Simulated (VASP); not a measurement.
# TaN (Fm-3m) in VASP: a series of runs

TaN is run at these levels: PBEsol; tasks: relaxation of cell and atoms, single point.

All numbers are computed with VASP 6.6.1; they aren't measurements. Logs are shortened: lines on timing, memory, paths and dates and some standing lists are left out, and cuts for length are marked.

## (1) The cell of the first run

It takes space group Fm-3m (No. 225, cubic). Conventional cell: a = 4.423 Å, b = 4.423 Å, c = 4.423 Å, α = 90.00°, β = 90.00°, γ = 90.00°. Ta (site symmetry m-3m) has 6 N at 2.21 Å within 2.9 Å. N (site symmetry m-3m) has 6 Ta at 2.21 Å within 2.9 Å.

## (2) Relaxation of cell and atoms, PBEsol

Input file INCAR:

```
PREC = Accurate
ENCUT = 600
EDIFF = 1E-7
ISMEAR = -1
SIGMA = 0.05
LREAL = False
LASPH = True
NELM = 80
ALGO = Normal
ISIF = 3
LWAVE = False
LCHARG = False
GGA = PS
IBRION = 2
NSW = 80
EDIFFG = -0.02
```

Input file KPOINTS:

```
regular mesh
0
Gamma
  10 10 10
```

Input file POSCAR:

```
TaN
1.0
    0.0000000000      2.2113230000      2.2113230000
    2.2113230000      0.0000000000      2.2113230000
    2.2113230000      2.2113230000      0.0000000000
Ta N
1 1
Direct
    0.5000000000      0.5000000000      0.5000000000
    0.0000000000      0.0000000000      0.0000000000
```

Potentials or basis: VASP PAW PBE potentials, release 64 (Ta_pv, N).

Command:

```console
> cat potpaw_PBE.64/Ta_pv/POTCAR potpaw_PBE.64/N/POTCAR > POTCAR
> mpirun -np 1 vasp_std > vasp.out
```

OUTCAR:

```text
PREC = Accurate
   ENCUT = 600
   EDIFF = 1E-7
   ISMEAR = -1
   LREAL = False
   LASPH = True
   NELM = 80
   ISIF = 3
   GGA = PS
   IBRION = 2
   NSW = 80
   EDIFFG = -0.02

 ion  position               nearest neighbor table
   1  0.500  0.500  0.500-   2 2.21   2 2.21   2 2.21   2 2.21   2 2.21   2 2.21
   2  0.000  0.000  0.000-   1 2.21   1 2.21   1 2.21   1 2.21   1 2.21   1 2.21

  LATTYP: Found a face centered cubic cell.
 ALAT       =     4.4226460000

  Lattice vectors:

 A1 = (   0.0000000000,   2.2113230000,   2.2113230000)
 A2 = (   2.2113230000,   0.0000000000,   2.2113230000)
 A3 = (   2.2113230000,   2.2113230000,   0.0000000000)

Analysis of symmetry for initial positions (statically):
=====================================================================
 Subroutine PRICEL returns:
 Original cell was already a primitive cell.

 Routine SETGRP: Setting up the symmetry group for a
 face centered cubic supercell.

 Subroutine GETGRP returns: Found 48 space group operations
 (whereof 48 operations were pure point group operations)
 out of a pool of 48 trial point group operations.

The static configuration has the point symmetry O_h .

Analysis of symmetry for dynamics (positions and initial velocities):
=====================================================================
 Subroutine PRICEL returns:
 Original cell was already a primitive cell.

 Routine SETGRP: Setting up the symmetry group for a
 face centered cubic supercell.

 Subroutine GETGRP returns: Found 48 space group operations
 (whereof 48 operations were pure point group operations)
 out of a pool of 48 trial point group operations.

The dynamic configuration has the point symmetry O_h .

 Subroutine INISYM returns: Found 48 space group operations
 (whereof 48 operations are pure point group operations),
 and found     1 'primitive' translations

----------------------------------------------------------------------------------------

                                     Primitive cell

  volume of cell :      21.6265

  direct lattice vectors                    reciprocal lattice vectors
     0.000000000  2.211323000  2.211323000    -0.226108985  0.226108985  0.226108985
     2.211323000  0.000000000  2.211323000     0.226108985 -0.226108985  0.226108985
     2.211323000  2.211323000  0.000000000     0.226108985  0.226108985 -0.226108985

  length of vectors
     3.127282977  3.127282977  3.127282977     0.391632251  0.391632251  0.391632251

  position of ions in fractional coordinates (direct lattice)
     0.500000000  0.500000000  0.500000000
     0.000000000  0.000000000  0.000000000

  ion indices of the primitive-cell ions
   primitive index   ion index
                 1           1
                 2           2

----------------------------------------------------------------------------------------

 KPOINTS: regular mesh

Automatic generation of k-mesh.
 Grid dimensions read from file:
 generate k-points for:   10   10   10

 Generating k-lattice:

  Cartesian coordinates                     Fractional coordinates (reciprocal lattice)
    -0.022610899  0.022610899  0.022610899     0.100000000  0.000000000  0.000000000
     0.022610899 -0.022610899  0.022610899     0.000000000  0.100000000  0.000000000
     0.022610899  0.022610899 -0.022610899     0.000000000  0.000000000  0.100000000

  Length of vectors
     0.039163225  0.039163225  0.039163225

  Shift w.r.t. Gamma in fractional coordinates (k-lattice)
     0.000000000  0.000000000  0.000000000

 Subroutine IBZKPT returns following result:
 ===========================================

 Found     47 irreducible k-points:

 Following reciprocal coordinates:
            Coordinates               Weight
  0.000000  0.000000  0.000000      1.000000
  0.100000  0.000000  0.000000      8.000000
  0.200000  0.000000  0.000000      8.000000
  0.300000  0.000000  0.000000      8.000000
  0.400000  0.000000  0.000000      8.000000
  0.500000  0.000000  0.000000      4.000000
[... 16 lines left out ...]
  0.300000  0.300000  0.000000      6.000000
  0.400000  0.300000  0.000000     24.000000
 [... further k-points ...]
   k-points           NKPTS =     47   k-points in BZ     NKDIM =     47   number of bands    NBANDS=     12
   number of dos      NEDOS =    301   number of ions     NIONS =      2
   total plane-waves  NPLWV =  21952
   dimension x,y,z NGX =    28 NGY =   28 NGZ =   28
   dimension x,y,z NGXF=    56 NGYF=   56 NGZF=   56
   ions per type =               1   1
   NGX,Y,Z   is equivalent  to a cutoff of  14.88, 14.88, 14.88 a.u.
   NGXF,Y,Z  is equivalent  to a cutoff of  29.77, 29.77, 29.77 a.u.
 SYSTEM =  unknown system
   PREC   = accura    normal or accurate (medium, high low for compatibility)
   ISTART =      0    job   : 0-new  1-cont  2-samecut
   ICHARG =      2    charge: 1-file 2-atom 10-const
   ISPIN  =      1    spin polarized calculation?
   LNONCOLLINEAR =      F non collinear calculations
[... 64 lines left out ...]

 VOLUME and BASIS-vectors are now :
 -----------------------------------------------------------------------------
  energy-cutoff  :      600.00
  volume of cell :       21.63
      direct lattice vectors                 reciprocal lattice vectors
     0.000000000  2.211323000  2.211323000    -0.226108985  0.226108985  0.226108985
     2.211323000  0.000000000  2.211323000     0.226108985 -0.226108985  0.226108985
     2.211323000  2.211323000  0.000000000     0.226108985  0.226108985 -0.226108985

 POSITION                                       TOTAL-FORCE (eV/Angst)
 -----------------------------------------------------------------------------------
      2.21132      2.21132      2.21132        -0.000000     -0.000000      0.000000
      0.00000      0.00000      0.00000         0.000000      0.000000     -0.000000
 -----------------------------------------------------------------------------------
    total drift:                                0.000000      0.000000      0.000000

  FREE ENERGIE OF THE ION-ELECTRON SYSTEM (eV)
  ---------------------------------------------------
  free  energy   TOTEN  =       -23.2102946101 eV

  energy  without entropy=      -23.2041193896  energy(sigma->0) =      -23.20720700

--------------------------------------- Ionic step        2  -------------------------------------------

 number of electron      16.0000000 magnetization

 E-fermi :  10.3571     XC(G=0): -14.0493

 val. band max:       10.2531363348   @ k =  -0.2000   0.2000   0.0000
 cond. band min:      10.3713525574   @ k =   0.0000   0.0000   0.0000
 fundamental gap:      0.1182162225
 Fermi energy:        10.3571026848

 k-point     1 :       0.0000    0.0000    0.0000
  band No.  band energies     occupation
      1     -25.2224      2.00000
      2     -25.2224      2.00000
      3     -25.2224      2.00000
      4      -9.1524      2.00000
      5       6.3181      2.00000
      6       6.3181      2.00000
      7       6.3181      2.00000
      8       7.9549      2.00000
      9       7.9549      2.00000
     10       7.9549      2.00000
     11      10.3714      0.85846
     12      10.3714      0.85846

 k-point     2 :       0.1000    0.0000    0.0000
  band No.  band energies     occupation
      1     -25.3455      2.00000
      2     -25.2328      2.00000
      3     -25.2328      2.00000
      4      -8.8652      2.00000
      5       5.1272      2.00000
      6       5.4628      2.00000
      7       5.4628      2.00000
      8       8.3590      2.00000
      9       8.3590      2.00000
     10       8.4727      2.00000
     11      11.4191      0.00000
     12      11.4191      0.00000
[... 352 lines left out ...]
 POSITION                                       TOTAL-FORCE (eV/Angst)
 -----------------------------------------------------------------------------------
      2.13926      2.13926      2.13926        -0.000000     -0.000000     -0.000000
      0.00000      2.13926      2.13926         0.000000      0.000000      0.000000
 -----------------------------------------------------------------------------------
    total drift:                               -0.000000      0.000000      0.000000

  FREE ENERGIE OF THE ION-ELECTRON SYSTEM (eV)
  ---------------------------------------------------
  free  energy   TOTEN  =       -23.1106679156 eV

  energy  without entropy=      -23.1052310088  energy(sigma->0) =      -23.10794946

--------------------------------------- Ionic step        3  -------------------------------------------

 number of electron      16.0000000 magnetization

 Free energy of the ion-electron system (eV)
  ---------------------------------------------------
  ext. energy  EPLUGINS =         0.00000000
  ---------------------------------------------------
  free energy    TOTEN  =       -23.23073983 eV

  energy without entropy =      -23.22480496  energy(sigma->0) =      -23.22777240

 E-fermi :   9.5404     XC(G=0): -13.6572

 val. band max:        9.5381621631   @ k =   0.0000   0.0000   0.0000
 cond. band min:       9.5797503670   @ k =  -0.3000   0.3000   0.1000
 fundamental gap:      0.0415882039
 Fermi energy:         9.5403723079

 k-point     1 :       0.0000    0.0000    0.0000
  band No.  band energies     occupation
      1     -26.1790      2.00000
      2     -26.1790      2.00000
      3     -26.1790      2.00000
      4      -9.3857      2.00000
      5       5.6973      2.00000
      6       5.6973      2.00000
      7       5.6973      2.00000
      8       7.3470      2.00000
      9       7.3470      2.00000
     10       7.3470      2.00000
     11       9.5382      1.02210
     12       9.5382      1.02210

 k-point     2 :       0.1000    0.0000    0.0000
  band No.  band energies     occupation
      1     -26.2719      2.00000
      2     -26.1874      2.00000
      3     -26.1874      2.00000
      4      -9.1367      2.00000
      5       4.5646      2.00000
      6       4.9211      2.00000
      7       4.9211      2.00000
      8       7.7153      2.00000
      9       7.7153      2.00000
     10       7.8009      2.00000
     11      10.4893      0.00000
     12      10.4893      0.00000
[... 352 lines left out ...]
 POSITION                                       TOTAL-FORCE (eV/Angst)
 -----------------------------------------------------------------------------------
      2.18995      2.18995      2.18995         0.000000     -0.000000     -0.000000
      0.00000      0.00000      0.00000        -0.000000      0.000000      0.000000
 -----------------------------------------------------------------------------------
    total drift:                                0.000000      0.000000      0.000000

  FREE ENERGIE OF THE ION-ELECTRON SYSTEM (eV)
  ---------------------------------------------------
  free  energy   TOTEN  =       -23.2307398307 eV

  energy  without entropy=      -23.2248049624  energy(sigma->0) =      -23.22777240

 reached required accuracy - stopping structural energy minimisation
```

Run time: 21 s. Hardware: 1 thread of Intel Xeon 6975P-C (Granite Rapids), shared host; peak memory 0.18 GiB.

What came out:

```yaml
Free_energy: -23.2307 eV
Relaxed_volume: 10.50 Å³/atom
Relaxed_cell: a = 3.097 Å, b = 3.097 Å, c = 3.097 Å, α = 60.00°, β = 60.00°, γ = 60.00°
Space_group_after_relaxing_to_0.05_Å: Fm-3m (No. 225)
Energy_gained_by_relaxing: 10.2 meV/atom
Ionic_steps: 3
Pressure_after_relaxing: -0.3 GPa
```

The path:
```tsv
step	energy change (eV)	largest force (eV/Å)	pressure (GPa)	volume (Å³)
1	0.0000	0.0000	-10.01	21.63
2	0.0996	0.0000	29.10	19.58
3	-0.0204	0.0000	-0.25	21.01
```

Final structure:
```
Ta N
1.0
     0.00000    2.18995    2.18995
     2.18995    0.00000    2.18995
     2.18995    2.18995    0.00000
Ta N
1 1
Direct
  0.50000 0.50000 0.50000
  0.00000 0.00000 0.00000
```

Caveat: the bands computed are all filled at some k points, so no gap is given; the PAW data sets were made with another functional, which shifts forces and pressure a little; spin-orbit coupling is left out, which moves the levels of the heavy elements.

## (3) Single point, PBEsol

This run uses another cell than the first one, of 9.95 Å³/atom, 0.920 times its volume.

Input file INCAR:

```
SYSTEM = TaN
PREC = Accurate
ENCUT = 520
EDIFF = 1E-6
ISMEAR = -1
SIGMA = 0.05
LREAL = .FALSE.
LASPH = .TRUE.
NELM = 60
ALGO = Normal
ISIF = 2
LWAVE = .FALSE.
LCHARG = .FALSE.
GGA = PS
NBANDS = 15
```

Input file KPOINTS:

```
regular mesh
0
G
  10 10 10
  0 0 0
```

Input file POSCAR:

```
TaN
1.0
    0.0000000000      2.1510609270      2.1510609270
    2.1510609270      0.0000000000      2.1510609270
    2.1510609270      2.1510609270      0.0000000000
Ta N
1 1
Direct
    0.5000000000      0.5000000000      0.5000000000
    0.0000000000      0.0000000000      0.0000000000
```

Potentials or basis: VASP PAW PBE potentials, release 64 (Ta_pv, N).

Command:

```console
> cat potpaw_PBE.64/Ta_pv/POTCAR potpaw_PBE.64/N/POTCAR > POTCAR
> mpirun -np 1 vasp_std > vasp.out
```

Wall time 8.9 s (1 thread of Intel Xeon Platinum 8175M at 2.50GHz (Skylake/Cascade Lake), shared host); peak memory 0.15 GiB.

It converged, with:

- Free energy: -23.1566 eV
- Pressure: 21.5 GPa
- Band gap on the k mesh: zero (band 8 reaches 12.25 eV, above the bottom of band 9 at 7.81 eV)

Levels at points of the mesh, in eV from the Fermi level:
| k point | band 6 | band 7 | band 8 | band 9 | band 10 | band 11 |
| --- | --- | --- | --- | --- | --- | --- |
| (0.00, 0.00, 0.00) | -3.99 | -3.99 | -2.35 | -2.35 | -2.35 | 0.01 |
| (0.50, 0.00, 0.00) | -8.10 | -8.10 | 2.09 | 2.09 | 2.20 | 4.00 |
| (0.50, 0.50, 0.00) | -6.00 | -4.77 | -4.77 | 2.28 | 3.92 | 3.92 |

Caveat: the PAW data sets were made with another functional, which shifts forces and pressure a little; spin-orbit coupling is left out, which moves the levels of the heavy elements.

## (4) Single point, PBEsol

This run uses another cell than the first one, of 9.74 Å³/atom, 0.901 times its volume.

Input file INCAR:

```
SYSTEM = TaN
PREC     = Accurate       ! precision mode
ENCUT    = 520            ! plane-wave cutoff, eV
EDIFF    = 1E-6           ! SCF threshold, eV
ISMEAR   = -1             ! smearing method
SIGMA    = 0.05           ! smearing width, eV
LREAL    = .FALSE.        ! projectors in reciprocal space
LASPH    = .TRUE.         ! aspherical terms in the spheres
NELM     = 100            ! most SCF steps
ALGO     = Normal         ! electronic algorithm
ISIF     = 2              ! what is computed and relaxed
LWAVE    = .FALSE.        ! write WAVECAR
LCHARG   = .FALSE.        ! write CHGCAR
GGA      = PS             ! functional
NBANDS   = 15             ! bands
```

KPOINTS is that of step 3.

Input file POSCAR:

```
TaN
1.0
    0.0000000000      2.1355084156      2.1355084156
    2.1355084156      0.0000000000      2.1355084156
    2.1355084156      2.1355084156      0.0000000000
Ta N
1 1
Direct
    0.5000000000      0.5000000000      0.5000000000
    0.0000000000      0.0000000000      0.0000000000
```

Command:

```console
> cat potpaw_PBE.64/Ta_pv/POTCAR potpaw_PBE.64/N/POTCAR > POTCAR
> mpirun -np 1 vasp_std > vasp.out
```

Run time: 9.5 s. Hardware: 1 thread of Intel Xeon Platinum 8175M at 2.50GHz (Skylake/Cascade Lake), shared host; peak memory 0.15 GiB.

The run converged. Its results:

| Item | Value |
| --- | --- |
| Free energy | -23.0852 eV |
| Pressure | 31.8 GPa |
| Band gap on the k mesh | zero (band 8 reaches 12.58 eV, above the bottom of band 9 at 8.00 eV) |

Levels at points of the mesh, in eV from the Fermi level:
| k point | band 6 | band 7 | band 8 | band 9 | band 10 | band 11 |
| --- | --- | --- | --- | --- | --- | --- |
| (0.00, 0.00, 0.00) | -4.05 | -4.05 | -2.42 | -2.42 | -2.42 | 0.02 |
| (0.50, 0.00, 0.00) | -8.26 | -8.26 | 2.16 | 2.16 | 2.28 | 4.08 |
| (0.50, 0.50, 0.00) | -6.16 | -4.81 | -4.81 | 2.36 | 4.06 | 4.06 |

Caveat: the PAW data sets were made with another functional, which shifts forces and pressure a little; spin-orbit coupling is left out, which moves the levels of the heavy elements.

## (5) Single point, PBEsol

This run uses another cell than the first one, of 10.33 Å³/atom, 0.955 times its volume.

Input file INCAR:

```
SYSTEM = TaN
PREC = Accurate ; ENCUT = 520
EDIFF = 1E-7 ; ISMEAR = -1
SIGMA = 0.05 ; LREAL = .FALSE.
LASPH = .TRUE. ; NELM = 100
ALGO = Normal ; ISIF = 2
LWAVE = .FALSE. ; LCHARG = .FALSE.
GGA = PS ; NBANDS = 15
```

Input file KPOINTS:

```
Automatic mesh
0
G
  10 10 10
  0 0 0
```

Input file POSCAR:

```
TaN
1.0
    0.0000000000      2.1777076959      2.1777076959
    2.1777076959      0.0000000000      2.1777076959
    2.1777076959      2.1777076959      0.0000000000
Ta N
1 1
Direct
    0.5000000000      0.5000000000      0.5000000000
    0.0000000000      0.0000000000      0.0000000000
```

Command:

```console
> cat potpaw_PBE.64/Ta_pv/POTCAR potpaw_PBE.64/N/POTCAR > POTCAR
> mpirun -np 1 vasp_std > vasp.out
```

It took 12 s on 1 thread of Intel Xeon Platinum 8175M at 2.50GHz (Skylake/Cascade Lake), shared host; peak memory 0.15 GiB.

It converged, with:

```
Free energy            : -23.2207 eV
Pressure               : 6.1 GPa
Band gap on the k mesh : zero (band 8 reaches 11.70 eV, above the bottom of band 9 at 7.49 eV)
```

Levels at points of the mesh, in eV from the Fermi level:
| k point | band 6 | band 7 | band 8 | band 9 | band 10 | band 11 |
| --- | --- | --- | --- | --- | --- | --- |
| (0.00, 0.00, 0.00) | -3.89 | -3.89 | -2.24 | -2.24 | -2.24 | 0.00 |
| (0.50, 0.00, 0.00) | -7.82 | -7.82 | 1.97 | 1.97 | 2.08 | 3.88 |
| (0.50, 0.50, 0.00) | -5.73 | -4.70 | -4.70 | 2.15 | 3.70 | 3.70 |

Caveat: the PAW data sets were made with another functional, which shifts forces and pressure a little; spin-orbit coupling is left out, which moves the levels of the heavy elements.

## (6) Single point, PBEsol

This run uses another cell than the first one, of 10.19 Å³/atom, 0.943 times its volume.

Input file INCAR:

```
SYSTEM = TaN
PREC = Accurate
ENCUT = 520
EDIFF = 1E-6
ISMEAR = -1
SIGMA = 0.05
LREAL = .FALSE.
LASPH = .TRUE.
NELM = 60
ALGO = Normal
ISIF = 2
LWAVE = .FALSE.
LCHARG = .FALSE.
GGA = PS
NBANDS = 15
```

KPOINTS is that of step 5.

Input file POSCAR:

```
TaN
1.0
    0.0000000000      2.1682952601      2.1682952601
    2.1682952601      0.0000000000      2.1682952601
    2.1682952601      2.1682952601      0.0000000000
Ta N
1 1
Direct
    0.5000000000      0.5000000000      0.5000000000
    0.0000000000      0.0000000000      0.0000000000
```

Potentials or basis: VASP PAW PBE potentials, release 64 (Ta_pv, N).

Command:

```console
> cat potpaw_PBE.64/Ta_pv/POTCAR potpaw_PBE.64/N/POTCAR > POTCAR
> mpirun -np 1 vasp_std > vasp.out
```

Run time: 12 s. Hardware: 1 thread of Intel Xeon Platinum 8175M at 2.50GHz (Skylake/Cascade Lake), shared host; peak memory 0.15 GiB.

The run converged. Its results:

- Free energy: -23.2060 eV
- Pressure: 11.2 GPa
- Band gap on the k mesh: zero (band 8 reaches 11.89 eV, above the bottom of band 9 at 7.60 eV)

Levels at points of the mesh, in eV from the Fermi level:
```csv
k point,band 4,band 5,band 6,band 7,band 8,band 9,band 10,band 11,band 12,band 13
"(0.00, 0.00, 0.00)",-19.17,-3.93,-3.93,-3.93,-2.28,-2.28,-2.28,0.00,0.00,1.90
"(0.50, 0.00, 0.00)",-15.83,-10.77,-7.92,-7.92,2.01,2.01,2.12,3.92,7.99,7.99
"(0.50, 0.50, 0.00)",-17.88,-6.73,-5.83,-4.72,-4.72,2.20,3.77,3.77,5.00,7.20
```

Caveat: the PAW data sets were made with another functional, which shifts forces and pressure a little; spin-orbit coupling is left out, which moves the levels of the heavy elements.

## (7) Overview

| task | cell | cutoff (eV) | gap on the mesh (eV) | pressure (GPa) |
| --- | --- | --- | --- | --- |
| relaxation of cell and atoms | relaxed from a = 3.127 Å, angles 60.0°, 2 atoms | 600 | - | -0.3 |
| single point | a = 3.042 Å, angles 60.0°, 2 atoms | 520 | none | 21.5 |
| single point | a = 3.020 Å, angles 60.0°, 2 atoms | 520 | none | 31.8 |
| single point | a = 3.080 Å, angles 60.0°, 2 atoms | 520 | none | 6.1 |
| single point | a = 3.066 Å, angles 60.0°, 2 atoms | 520 | none | 11.2 |

Alike in all rows: level PBEsol; potentials or basis VASP PAW PBE potentials, release 64 (Ta_pv, N); no spin polarisation; k mesh 10 × 10 × 10; smearing fermi-dirac 0.05 eV.

Caveats: the PAW data sets were made with another functional, which shifts forces and pressure a little; spin-orbit coupling is left out, which moves the levels of the heavy elements; the bands computed are all filled at some k points, so no gap is given (some runs).

Absolute energies hang on the potentials; compare differences alone.
